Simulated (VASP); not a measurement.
Here is a VASP 6.6.1 calculation.

INCAR

```
ALGO     = Normal         # electronic algorithm
EDIFF    = 1E-6           # SCF threshold, eV
ENCUT    = 500            # plane-wave cutoff, eV
GGA      = PS             # functional
GGA_COMPAT= False        
ISIF     = 2              # what is computed and relaxed
ISMEAR   = 1              # smearing method
LASPH    = True           # aspherical terms in the spheres
LCHARG   = False          # write CHGCAR
LREAL    = False          # projectors in reciprocal space
LWAVE    = False          # write WAVECAR
NBANDS   = 8              # bands
NELM     = 120            # most SCF steps
PREC     = Accurate       # precision mode
SIGMA    = 0.1            # smearing width, eV
```

The input KPOINTS:

```
k-points
0
Gamma
  6 6 5
```

File POSCAR:

```
H
1.0
    4.5286000000      0.0000000000      0.0000000000
   -2.2643000000      3.9218830000      0.0000000000
    0.0000000000      0.0000000000      4.8991000000
H
2
Direct
    0.3333333333      0.6666666667      0.1232000000
    0.6666666667      0.3333333333      0.8768000000
```

Potentials or basis: VASP PAW PBE potentials, release 64 (H).

Run with:

```sh
$ cat potpaw_PBE.64/H/POTCAR > POTCAR
$ mpirun -np 1 vasp_std > vasp.out
```

Estimate the largest force.

0.595 eV/Å.

Predict the pressure.

-2.6 GPa.

Stress tensor (GPa, compression positive):
```
-3.14  0.00  0.00
 0.00 -3.14  0.00
 0.00  0.00 -1.44
```

Caveat: the PAW data sets were made with another functional, which shifts forces and pressure a little.
